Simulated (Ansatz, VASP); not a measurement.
Bi in VASP and in Ansatz

```xyz
2
Lattice="2.2665 1.3086 4.1283 -2.2665 1.3086 4.1283 0.0000 -2.6171 4.1283" Properties=species:S:1:pos:R:3 pbc="T T T"
Bi    0.0000    0.0000    2.8678
Bi    0.0000    0.0000    9.5171
```

Alike in both runs: functional r2SCAN; k mesh 12 × 12 × 12; occupations gaussian, width 0.1 eV; no spin polarisation.

Ansatz relaxed the structure, and its values are those at the end. VASP's run is a single point on that final structure, the one shown.

```csv
,VASP,Ansatz
version,VASP 6.6.1,Ansatz 0.2.0
potentials or method,"VASP PAW PBE potentials, release 64 (Bi_d), cutoff 520 eV","scalar-relativistic, plane waves, PAW"
valence electrons in the cell,30,30
```

Ansatz gave:

```
gap on the k mesh at the Fermi level (eV) : none
pressure (GPa)                            : 0.0
rms of the force components (eV/Å)        : 0.000
```

What did VASP give for the same quantities?

gap on the k mesh at the Fermi level (eV): none; pressure (GPa): 0.0; rms of the force components (eV/Å): 0.006.

VASP's potentials were made for PBE, not for r2SCAN. A gap of «none» marks a metal or a gap that the smearing closes.

Neither program's run includes spin-orbit coupling.
